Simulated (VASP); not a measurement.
Input of a VASP 6.6.1 run:

Contents of INCAR:

```
SYSTEM = Mg7CuO8
PREC = Accurate
ENCUT = 520
EDIFF = 1E-6
ISMEAR = -1
SIGMA = 0.01
LREAL = Auto
LASPH = .TRUE.
NELM = 150
ALGO = Normal
ISIF = 2
LWAVE = .FALSE.
LCHARG = .FALSE.
ISPIN = 2
MAGMOM = 0 0 0 0 0 0 0 0.65 0 0 0 0 0 0 0 0
LORBIT = 11
LMAXMIX = 4
GGA = PE
NBANDS = 54
```

File KPOINTS:

```
regular mesh
0
G
  2 2 2
  0 0 0
```

POSCAR

```
Mg7CuO8
1.0
    0.0000000000      4.3554000000      4.3554000000
    4.3554000000      0.0000000000      4.3554000000
    4.3554000000      4.3554000000      0.0000000000
Mg Cu O
7 1 8
Direct
    0.0000000000      0.0000000000      0.0000000000
    0.0000000000      0.0000000000      0.5000000000
    0.0000000000      0.5000000000      0.0000000000
    0.0000000000      0.5000000000      0.5000000000
    0.5000000000      0.0000000000      0.5000000000
    0.5000000000      0.5000000000      0.0000000000
    0.5000000000      0.5000000000      0.5000000000
    0.5000000000      0.0000000000      0.0000000000
    0.2500000000      0.2500000000      0.2500000000
    0.2500000000      0.2500000000      0.7500000000
    0.2500000000      0.7500000000      0.2500000000
    0.2500000000      0.7500000000      0.7500000000
    0.7500000000      0.2500000000      0.2500000000
    0.7500000000      0.2500000000      0.7500000000
    0.7500000000      0.7500000000      0.2500000000
    0.7500000000      0.7500000000      0.7500000000
```

Potentials or basis: VASP PAW PBE potentials, release 64 (Mg, Cu, O).

Command:

```sh
$ cat potpaw_PBE.64/Mg/POTCAR potpaw_PBE.64/Cu/POTCAR potpaw_PBE.64/O/POTCAR > POTCAR
$ mpirun -np 1 vasp_std > vasp.out
```

What does it give for the net moment?

1.00 μB per cell.

What does it give for the site moments?

Mg -0.00, +0.00; Cu +0.59; O +0.06, -0.00 μB.

Forces on the atoms (eV/Å):
```
Mg   0.000  0.000  0.000
Mg   0.000  0.000  0.000
Mg   0.000  0.000  0.000
Mg   0.000  0.000  0.000
Mg   0.000  0.000  0.000
Mg   0.000  0.000  0.000
Mg   0.000  0.000  0.000
Cu   0.000  0.000  0.000
O    0.414  0.000  0.000
O    0.000 -0.414  0.000
O    0.000  0.000 -0.414
O    0.000  0.000  0.000
O    0.000  0.000  0.000
O    0.000  0.000  0.414
O    0.000  0.414  0.000
O   -0.414  0.000  0.000
```

Caveat: the k points lie up to 0.62 Å⁻¹ apart.
